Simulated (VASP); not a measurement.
AlFe:

```
Al Fe
1.0
     2.87433    0.00000    0.00000
     0.00000    2.87433    0.00000
     0.00000    0.00000    2.87433
Al Fe
1 1
Direct
  0.00000 0.00000 0.00000
  0.50000 0.50000 0.50000
```

```yaml
Program: VASP 6.6.1
Task: relaxation of cell and atoms
Functional: PBE
Dispersion: D3(BJ)
Potentials_or_basis: VASP PAW PBE potentials, release 64 (Al, Fe)
Cutoff: 600 eV
k_mesh: 14 × 14 × 14
Occupations: gaussian, width 0.1 eV
Spin: collinear spin, ferromagnetic start
Starting_moments: "[0.0, 0.77] μB"
```

At the start: pressure -5.7 GPa; volume 11.87 Å³/atom.

Problem. How do energy, volume and symmetry change on relaxing?

Solution. Over 3 steps the energy falls by 7.0 meV/atom and the volume is 11.50 Å³/atom (-3.2 %); space group Pm-3m (No. 221, to 0.1 Å) before and after; moment 0.65 μB per cell.

Step by step:
```csv
step,energy change (eV),largest force (eV/Å),pressure (GPa),volume (Å³)
1,0.0000,0.0000,-5.67,23.75
2,-0.0021,0.0000,5.92,22.33
3,-0.0139,0.0000,0.00,22.99
```

Final structure:
```
CELL_PARAMETERS angstrom
2.84354 0.00000 0.00000
0.00000 2.84354 0.00000
0.00000 0.00000 2.84354
ATOMIC_POSITIONS crystal
Al 0.00000 0.00000 0.00000
Fe 0.50000 0.50000 0.50000
```
